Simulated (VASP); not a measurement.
Here is a VASP 6.6.1 calculation.

The input INCAR:

```
ALGO = Normal
EDIFF = 1E-7
EDIFFG = -0.05
ENCUT = 500
GGA = PE
GGA_COMPAT = F
IBRION = 2
ISIF = 3
ISMEAR = -1
IVDW = 12
LASPH = T
LCHARG = F
LREAL = F
LWAVE = F
NELM = 120
NELMIN = 4
NSW = 80
PREC = Accurate
SIGMA = 0.1
```

The input KPOINTS:

```
k-points
0
Gamma
  11 11 9
```

POSCAR

```
TiB2
1.0
    3.0292000000      0.0000000000      0.0000000000
   -1.5146000000      2.6233640000      0.0000000000
    0.0000000000      0.0000000000      3.2284000000
Ti B
1 2
Direct
    0.0000000000      0.0000000000      0.0000000000
    0.3333333333      0.6666666667      0.5000000000
    0.6666666667      0.3333333333      0.5000000000
```

Potentials or basis: VASP PAW PBE potentials, release 64 (Ti_sv, B).

Launch:

```sh
$ cat potpaw_PBE.64/Ti_sv/POTCAR potpaw_PBE.64/B/POTCAR > POTCAR
$ mpirun -np 1 vasp_std > vasp.out
```

Task: What does it give for the space group after relaxing (to 0.1 Å)?

Result: P6/mmm (No. 191).

Task: Predict the relaxed volume.

Result: 8.29 Å³/atom.

Task: What does it give for the band gap on the k mesh?

Result: Zero (bands 9 and 10 overlap by 0.47 eV).

Task: What does it give for the dispersion energy per atom?

Result: -0.433 eV.

The path:
```tsv
step	energy change (eV)	largest force (eV/Å)	pressure (GPa)	volume (Å³)
1	0.0000	0.0000	-7.59	25.66
2	-0.0010	0.0000	8.27	24.18
3	-0.0187	0.0000	0.04	24.89
4	-0.0192	0.0000	-0.02	24.88
```
